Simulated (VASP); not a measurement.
# FeBr4 (F-43m) in VASP: further runs

Runs on FeBr4. Level: PBE. Tasks: single point, relaxation of cell and atoms.

All numbers are computed with VASP 6.6.1; they aren't measurements. Logs are shortened: lines on timing, memory, paths and dates and some standing lists are left out, and cuts for length are marked.

## (1) The cell of the first run

Symmetry: F-43m, No. 216, cubic system. Conventional cell: a = 10.365 Å, b = 10.365 Å, c = 10.365 Å, α = 90.00°, β = 90.00°, γ = 90.00°. Within 3.0 Å of Fe (site symmetry -43m) lie 4 Br at 2.28 Å. Br (site symmetry 3m) has 1 Fe at 2.28 Å within 3.0 Å.

The cell was generated, and may not be a known phase.

## (2) Single point, PBE, collinear spin, ferromagnetic start

Input file INCAR:

```
PREC     = Accurate       # precision mode
ENCUT    = 520            # plane-wave cutoff, eV
EDIFF    = 1E-6           # SCF threshold, eV
ISMEAR   = 0              # smearing method
SIGMA    = 0.15           # smearing width, eV
LREAL    = F              # projectors in reciprocal space
LASPH    = T              # aspherical terms in the spheres
NELM     = 150            # most SCF steps
ALGO     = Normal         # electronic algorithm
ISIF     = 2              # what is computed and relaxed
LWAVE    = F              # write WAVECAR
LCHARG   = T              # write CHGCAR
ISPIN    = 2              # spin polarisation
MAGMOM   = 4 0 0 0 0      # initial moments
LORBIT   = 11             # projections on sites
LMAXMIX  = 4              # l up to which the mixer works
GGA      = PE             # functional
LELF     = T              # ELF
LVHAR    = T            
NBANDS   = 30             # bands
```

Input file KPOINTS:

```
regular mesh
0
Gamma
  3 3 3
```

Input file POSCAR:

```
FeBr4
1.0
    0.0000000000      5.1824389887      5.1824389887
    5.1824389887      0.0000000000      5.1824389887
    5.1824389887      5.1824389887      0.0000000000
Fe Br
1 4
Direct
    0.7500000000      0.7500000000      0.7500000000
    0.8771161585      0.8771161585      0.8771161585
    0.8771161585      0.8771161585      0.3686515244
    0.8771161585      0.3686515244      0.8771161585
    0.3686515244      0.8771161585      0.8771161585
```

Potentials or basis: VASP PAW PBE potentials, release 64 (Fe, Br).

Started as:

```
$ cat potpaw_PBE.64/Fe/POTCAR potpaw_PBE.64/Br/POTCAR > POTCAR
$ mpirun -np 1 vasp_std > vasp.out
```

OUTCAR:

```text
PREC = Accurate
   ENCUT = 520
   EDIFF = 1E-6
   ISMEAR = 0
   LREAL = F
   LASPH = T
   NELM = 150
   ISIF = 2
   ISPIN = 2
   LORBIT = 11
   GGA = PE

 ion  position               nearest neighbor table
   1  0.750  0.750  0.750-   2 2.28   3 2.28   4 2.28   5 2.28
   2  0.877  0.877  0.877-   1 2.28
   3  0.877  0.877  0.369-   1 2.28
   4  0.877  0.369  0.877-   1 2.28
   5  0.369  0.877  0.877-   1 2.28

  LATTYP: Found a face centered cubic cell.
 ALAT       =    10.3648779774

  Lattice vectors:

 A1 = (   0.0000000000,   5.1824389887,   5.1824389887)
 A2 = (   5.1824389887,   0.0000000000,   5.1824389887)
 A3 = (   5.1824389887,   5.1824389887,   0.0000000000)

Analysis of symmetry for initial positions (statically):
=====================================================================
 Subroutine PRICEL returns:
 Original cell was already a primitive cell.

 Routine SETGRP: Setting up the symmetry group for a
 face centered cubic supercell.

 Subroutine GETGRP returns: Found 24 space group operations
 (whereof 24 operations were pure point group operations)
 out of a pool of 48 trial point group operations.

The static configuration has the point symmetry T_d .

Analysis of symmetry for dynamics (positions and initial velocities):
=====================================================================
 Subroutine PRICEL returns:
 Original cell was already a primitive cell.

 Routine SETGRP: Setting up the symmetry group for a
 face centered cubic supercell.

 Subroutine GETGRP returns: Found 24 space group operations
 (whereof 24 operations were pure point group operations)
 out of a pool of 48 trial point group operations.

The dynamic configuration has the point symmetry T_d .

Analysis of structural, dynamic, and magnetic symmetry:
=====================================================================
 Subroutine PRICEL returns:
 Original cell was already a primitive cell.

 Routine SETGRP: Setting up the symmetry group for a
 face centered cubic supercell.

 Subroutine GETGRP returns: Found 24 space group operations
 (whereof 24 operations were pure point group operations)
 out of a pool of 48 trial point group operations.

The overall configuration has the point symmetry T_d .

 Subroutine INISYM returns: Found 24 space group operations
 (whereof 24 operations are pure point group operations),
[... 108 lines left out ...]
   AEXX    =    0.0000 exact exchange contribution
   IVDW    =     0    specifies the selected vdW correction
   LEPSILON=     F    determine dielectric tensor
   LRPA    =     F    only Hartree local field effects (RPA)
 spin polarized calculation
 Gauss-broadening in eV      SIGMA  =   0.15
  energy-cutoff  :      520.00
  volume of cell :      278.38
 maximum number of plane-waves:      7583
 NGX is ok and might be reduce to    54
   NGX = 27   NGY = 27   NGZ = 27

 number of electron      35.9999994 magnetization       4.0017886

 Free energy of the ion-electron system (eV)
  ---------------------------------------------------
  ext. energy  EPLUGINS =         0.00000000
  ---------------------------------------------------
  free energy    TOTEN  =       -16.49291861 eV

  energy without entropy =      -16.43659268  energy(sigma->0) =      -16.46475565

 E-fermi :  -3.0367     XC(G=0):  -5.4734

 val. band max:       -3.0611890961   @ k =   0.3333   0.3333   0.0000
 cond. band min:      -3.0260591057   @ k =  -0.3333   0.3333   0.0000
 fundamental gap:      0.0351299904
 Fermi energy:        -3.0367205046

 spin component 1

 k-point     1 :       0.0000    0.0000    0.0000
  band No.  band energies     occupation
      1     -17.3820      1.00000
      2     -16.8583      1.00000
      3     -16.8583      1.00000
      4     -16.8583      1.00000
      5      -7.7075      1.00000
      6      -6.9455      1.00000
[... 121 lines left out ...]
     29       5.9729      0.00000
     30       5.9877      0.00000
 Fermi energy:        -3.0367205046

 spin component 2

 k-point     1 :       0.0000    0.0000    0.0000
  band No.  band energies     occupation
      1     -17.2331      1.00000
      2     -16.7086      1.00000
      3     -16.7086      1.00000
      4     -16.7086      1.00000
      5      -7.4658      1.00000
      6      -5.7583      1.00000
[... 121 lines left out ...]
     29       6.1719      0.00000
     30       6.2132      0.00000

------------------------ aborting loop because EDIFF is reached ----------------------------------------

  FORCE on cell =-STRESS in cart. coord.  units (eV):
  Direction    XX          YY          ZZ          XY          YZ          ZX
  --------------------------------------------------------------------------------------
  -------------------------------------------------------------------------------------
  Total        0.2130991      0.2130991      0.2130991      0.0000000      0.0000000      0.0000000
  in kB        1.2264773      1.2264773      1.2264773      0.0000000      0.0000000      0.0000000
  external PRESSURE =       1.2264773 kB  Pullay stress =       0.0000000 kB

 VOLUME and BASIS-vectors are now :
 -----------------------------------------------------------------------------
  energy-cutoff  :      520.00
  volume of cell :      278.38
      direct lattice vectors                 reciprocal lattice vectors
     0.000000000  5.182438989  5.182438989    -0.096479669  0.096479669  0.096479669
     5.182438989  0.000000000  5.182438989     0.096479669 -0.096479669  0.096479669
     5.182438989  5.182438989  0.000000000     0.096479669  0.096479669 -0.096479669

 POSITION                                       TOTAL-FORCE (eV/Angst)
 -----------------------------------------------------------------------------------
      7.77366      7.77366      7.77366         0.000000      0.000000     -0.000000
      9.09120      9.09120      9.09120        -0.023174     -0.023174     -0.023174
      6.45612      6.45612      9.09120         0.023174      0.023174     -0.023174
      6.45612      9.09120      6.45612         0.023174     -0.023174      0.023174
      9.09120      6.45612      6.45612        -0.023174      0.023174      0.023174
 -----------------------------------------------------------------------------------
    total drift:                                0.000003      0.000003      0.000002

  FREE ENERGIE OF THE ION-ELECTRON SYSTEM (eV)
  ---------------------------------------------------
  free  energy   TOTEN  =       -16.4929186145 eV

  energy  without entropy=      -16.4365926798  energy(sigma->0) =      -16.46475565

 total charge

# of ion       s       p       d       tot
------------------------------------------
    1        0.428   0.492   6.037   6.958
    2        1.622   3.176   0.020   4.818
    3        1.622   3.176   0.020   4.818
    4        1.622   3.176   0.020   4.818
    5        1.622   3.176   0.020   4.818
--------------------------------------------------
tot          6.916  13.198   6.118  26.231

 magnetization (x)

# of ion       s       p       d       tot
------------------------------------------
    1        0.019   0.044   3.069   3.132
    2        0.007   0.114   0.003   0.123
    3        0.007   0.114   0.003   0.123
    4        0.007   0.114   0.003   0.123
    5        0.007   0.114   0.003   0.123
--------------------------------------------------
tot          0.045   0.498   3.081   3.624
```

OSZICAR:

```text
N       E                     dE             d eps       ncg     rms          rms(c)
DAV:   1     0.269055750061E+03    0.26906E+03   -0.12711E+04   480   0.946E+02
DAV:   2     0.173739129632E+02   -0.25168E+03   -0.23312E+03   562   0.199E+02
DAV:   3    -0.201472179830E+02   -0.37521E+02   -0.36997E+02   600   0.873E+01
DAV:   4    -0.212819364339E+02   -0.11347E+01   -0.11309E+01   560   0.209E+01
DAV:   5    -0.213104613243E+02   -0.28525E-01   -0.28516E-01   614   0.289E+00    0.191E+01
DAV:   6    -0.355922658751E+02   -0.14282E+02   -0.39973E+01   648   0.114E+02    0.625E+01
DAV:   7    -0.162617281239E+02    0.19331E+02   -0.23797E+01   524   0.691E+01    0.888E+00
DAV:   8    -0.165575155919E+02   -0.29579E+00   -0.41648E+00   634   0.208E+01    0.639E+00
DAV:   9    -0.164912979368E+02    0.66218E-01   -0.38794E-01   554   0.792E+00    0.341E+00
DAV:  10    -0.164685880491E+02    0.22710E-01   -0.12012E-01   612   0.601E+00    0.193E+00
DAV:  11    -0.164926631051E+02   -0.24075E-01   -0.54932E-02   550   0.321E+00    0.121E+00
DAV:  12    -0.164936475884E+02   -0.98448E-03   -0.42381E-03   548   0.383E-01    0.619E-01
DAV:  13    -0.164928570286E+02    0.79056E-03   -0.11462E-03   620   0.787E-01    0.758E-02
DAV:  14    -0.164929337359E+02   -0.76707E-04   -0.48275E-04   588   0.155E-01    0.654E-02
DAV:  15    -0.164929189992E+02    0.14737E-04   -0.51884E-05   604   0.126E-01    0.529E-02
DAV:  16    -0.164929186145E+02    0.38467E-06   -0.98138E-06   600   0.285E-02
   1 F= -.16492919E+02 E0= -.16464756E+02  d E =-.563259E-01  mag=     4.0007
```

stdout:

```text
POSCAR found type information on POSCAR FeBr
 POSCAR found :  2 types and       5 ions
 scaLAPACK will be used
 LDA part: xc-table for (Slater+PW92), standard interpolation
 POSCAR, INCAR and KPOINTS ok, starting setup
 FFT: planning ... GRIDC
 FFT: planning ... GRID_SOFT
 FFT: planning ... GRID
 WAVECAR not read
 entering main loop
```

Wall time 99 s (1 thread of Intel Xeon Platinum 8488C (Sapphire Rapids), shared host); peak memory 0.54 GiB.

Results:

```
Free energy                                           : -16.4929 eV
Pressure                                              : 0.1 GPa
Largest force                                         : 0.040 eV/Å
Band gap on the k mesh                                : zero (filled and empty bands overlap)
Net moment                                            : 4.00 μB per cell
Site moments                                          : Fe +3.13; Br +0.12 μB
Valence electrons inside the program's atomic spheres : Fe 6.96; Br 4.82
```

Forces on the atoms (eV/Å):
```
Fe   0.000  0.000  0.000
Br  -0.023 -0.023 -0.023
Br   0.023  0.023 -0.023
Br   0.023 -0.023  0.023
Br  -0.023  0.023  0.023
```

Caveat: semilocal functionals often make such compounds metallic where correlation or magnetic order opens a gap, which also shifts bond lengths.

## (3) Relaxation of cell and atoms, PBE, collinear spin, ferromagnetic start

This run uses another cell than the first one, of 32.15 Å³/atom.

Input file INCAR:

```
SYSTEM = FeBr4
PREC = Accurate
ENCUT = 600
EDIFF = 1E-6
ISMEAR = 0
SIGMA = 0.15
LREAL = .FALSE.
LASPH = .TRUE.
NELM = 150
ALGO = Normal
ISIF = 3
LWAVE = .FALSE.
LCHARG = .FALSE.
ISPIN = 2
MAGMOM = 4 0 0 0 0
LORBIT = 11
LMAXMIX = 4
GGA = PE
IBRION = 2
NSW = 36
EDIFFG = -0.08
```

Input file KPOINTS:

```
Automatic mesh
0
G
  3 3 3
  0 0 0
```

Input file POSCAR:

```
FeBr4
1.0
    0.0000000000      4.3155159200      4.3155159200
    4.3155159200      0.0000000000      4.3155159200
    4.3155159200      4.3155159200      0.0000000000
Fe Br
1 4
Direct
    0.7500000000      0.7500000000      0.7500000000
    0.8913550100      0.8913550100      0.8913550100
    0.8913550100      0.8913550100      0.3259349600
    0.8913550100      0.3259349600      0.8913550100
    0.3259349600      0.8913550100      0.8913550100
```

Potentials or basis: VASP PAW PBE potentials, release 64 (Fe, Br).

Started as:

```
$ cat potpaw_PBE.64/Fe/POTCAR potpaw_PBE.64/Br/POTCAR > POTCAR
$ mpirun -np 1 vasp_std > vasp.out
```

OUTCAR:

```text
SYSTEM = FeBr4
   PREC = Accurate
   ENCUT = 600
   EDIFF = 1E-6
   ISMEAR = 0
   LREAL = .FALSE.
   LASPH = .TRUE.
   NELM = 150
   ISIF = 3
   ISPIN = 2
   LORBIT = 11
   GGA = PE
   IBRION = 2
   NSW = 36
   EDIFFG = -0.08

 ion  position               nearest neighbor table
   1  0.750  0.750  0.750-   2 2.11   3 2.11   4 2.11   5 2.11
   2  0.891  0.891  0.891-   1 2.11   3 2.65   4 2.65   5 2.65
   3  0.891  0.891  0.326-   1 2.11   2 2.65   4 2.65   5 2.65
   4  0.891  0.326  0.891-   1 2.11   2 2.65   3 2.65   5 2.65
   5  0.326  0.891  0.891-   1 2.11   2 2.65   3 2.65   4 2.65

  LATTYP: Found a face centered cubic cell.
 ALAT       =     8.6310318400

  Lattice vectors:
[... 617 lines left out ...]
  ext. energy  EPLUGINS =         0.00000000
  ---------------------------------------------------
  free energy    TOTEN  =       -15.71053584 eV

  energy without entropy =      -15.69303881  energy(sigma->0) =      -15.70178733

 E-fermi :  -2.6455     XC(G=0):  -5.2905

 val. band max:       -2.8336359024   @ k =   0.3333   0.3333   0.0000
 cond. band min:      -2.4305625437   @ k =   0.3333   0.0000   0.0000
 fundamental gap:      0.4030733586
 Fermi energy:        -2.6454737413

 spin component 1

 k-point     1 :       0.0000    0.0000    0.0000
  band No.  band energies     occupation
      1     -17.5805      1.00000
      2     -17.0818      1.00000
      3     -17.0818      1.00000
      4     -17.0818      1.00000
      5      -7.6314      1.00000
      6      -6.2245      1.00000
[... 240 lines left out ...]
  FREE ENERGIE OF THE ION-ELECTRON SYSTEM (eV)
  ---------------------------------------------------
  free  energy   TOTEN  =       -15.7105358422 eV

  energy  without entropy=      -15.6930388095  energy(sigma->0) =      -15.70178733

 reached required accuracy - stopping structural energy minimisation

 total charge

# of ion       s       p       d       tot
------------------------------------------
    1        0.452   0.517   6.334   7.303
    2        1.619   3.182   0.026   4.827
    3        1.619   3.182   0.026   4.827
    4        1.619   3.182   0.026   4.827
    5        1.619   3.182   0.026   4.827
--------------------------------------------------
tot          6.930  13.247   6.437  26.613

 magnetization (x)

# of ion       s       p       d       tot
------------------------------------------
    1       -0.000  -0.000  -0.000  -0.000
    2        0.000   0.000  -0.000   0.000
    3        0.000   0.000  -0.000   0.000
    4        0.000   0.000  -0.000   0.000
    5        0.000   0.000  -0.000   0.000
--------------------------------------------------
tot          0.000   0.000  -0.000  -0.000
```

OSZICAR:

```text
N       E                     dE             d eps       ncg     rms          rms(c)
DAV:   1     0.334659955804E+03    0.33466E+03   -0.15952E+04   384   0.146E+03
[... 250 lines left out ...]
DAV:   2    -0.157307731154E+02   -0.23324E-01   -0.10918E-01   544   0.626E+00    0.148E+00
DAV:   3    -0.157107121697E+02    0.20061E-01   -0.30749E-02   512   0.477E+00    0.272E-01
DAV:   4    -0.157106222455E+02    0.89924E-04   -0.25132E-03   560   0.486E-01    0.242E-01
DAV:   5    -0.157105949858E+02    0.27260E-04   -0.29684E-04   600   0.218E-01    0.130E-01
DAV:   6    -0.157105411834E+02    0.53802E-04   -0.21635E-04   504   0.252E-01    0.324E-02
DAV:   7    -0.157105362926E+02    0.48908E-05   -0.25657E-05   424   0.346E-02    0.191E-02
DAV:   8    -0.157105358422E+02    0.45042E-06   -0.11813E-06   256   0.157E-02
  15 F= -.15710536E+02 E0= -.15701787E+02  d E =-.313972E-02  mag=    -0.0000
```

CONTCAR:

```text
FeBr4
   1.00000000000000
    -0.0000000000000000    5.2657517283415558    5.2657517283415558
     5.2657517283415558   -0.0000000000000000    5.2657517283415558
     5.2657517283415558    5.2657517283415558    0.0000000000000000
  Fe              Br
     1     4
Direct
     0.7500000000000000    0.7500000000000000    0.7500000000000000
     0.8710623857268486    0.8710623857268486    0.8710623857268486
     0.8710623857268486    0.8710623857268486    0.3868128328194458
     0.8710623857268486    0.3868128328194458    0.8710623857268486
     0.3868128328194458    0.8710623857268487    0.8710623857268486

  0.00000000E+00  0.00000000E+00  0.00000000E+00
  0.00000000E+00  0.00000000E+00  0.00000000E+00
  0.00000000E+00  0.00000000E+00  0.00000000E+00
  0.00000000E+00  0.00000000E+00  0.00000000E+00
  0.00000000E+00  0.00000000E+00  0.00000000E+00
```

It took 23 min on 1 thread of Intel Xeon Platinum 8488C (Sapphire Rapids), shared host; peak memory 0.45 GiB.

What came out:

```yaml
Free_energy: -15.7105 eV
Relaxed_volume: 58.40 Å³/atom
Relaxed_cell: a = 7.447 Å, b = 7.447 Å, c = 7.447 Å, α = 60.00°, β = 60.00°, γ = 60.00°
Space_group_after_relaxing_to_0.1_Å: F-43m (No. 216)
Energy_gained_by_relaxing: 728.9 meV/atom
Ionic_steps: 15
Pressure_after_relaxing: 0.0 GPa
Band_gap_on_the_k_mesh: 0.40 eV (least direct gap 0.42 eV)
Net_moment: 0.00 μB per cell
Valence_electrons_inside_the_program's_atomic_spheres: Fe 7.30; Br 4.83
```

Step by step:
```
step  energy change (eV)  largest force (eV/Å)  pressure (GPa)  volume (Å³)
   1              0.0000                2.5126           19.58       160.74
   2             -3.0268                1.4294           -2.25       270.53
   3             -3.1337                1.3245            0.21       228.52
   4             -3.1773                1.3605           -0.97       242.89
   5             -3.1771                1.3508           -0.78       240.23
   6             -3.4404                0.5359            0.57       236.73
   7             -3.4650                0.1161            1.28       235.45
   8             -3.5506                0.0933            0.72       247.40
   9             -3.6205                0.1161            0.11       268.09
  10             -3.6352                0.2205           -0.38       312.86
  11             -3.6405                0.1749           -0.28       299.37
  12             -3.6407                0.1383           -0.17       288.73
  13             -3.6411                0.1479           -0.21       291.79
  14             -3.6388                0.2084            0.35       292.31
  15             -3.6443                0.0020            0.03       292.02
```

Final structure:
```
Fe Br
1.0
     0.00000    5.26575    5.26575
     5.26575    0.00000    5.26575
     5.26575    5.26575    0.00000
Fe Br
1 4
Direct
  0.75000 0.75000 0.75000
  0.87106 0.87106 0.87106
  0.87106 0.87106 0.38681
  0.87106 0.38681 0.87106
  0.38681 0.87106 0.87106
```

Levels at points of the mesh, in eV from the valence-band top:
Spin up:
| k point | band 15 | band 16 | band 17 | band 18 | band 19 | band 20 | band 21 | band 22 |
| --- | --- | --- | --- | --- | --- | --- | --- | --- |
| (0.00, 0.00, 0.00) | -1.10 | -1.10 | -0.20 | -0.20 | 0.85 | 0.85 | 0.85 | 4.52 |
Spin down:
```csv
k point,band 15,band 16,band 17,band 18,band 19,band 20,band 21,band 22
"(0.00, 0.00, 0.00)",-1.10,-1.10,-0.20,-0.20,0.85,0.85,0.85,4.52
```

Caveat: the k points lie up to 0.34 Å⁻¹ apart in the final cell; the volume moved by over 15 % at a fixed basis, so the end points are rough; the moments typed at the start vanished in this run; semilocal functionals underestimate gaps, and a narrow one can read as zero; an odd mesh through Γ misses points on the zone boundary, where band edges can lie.

The gap in the log of VASP goes by the Fermi energy; the results here count the filled bands.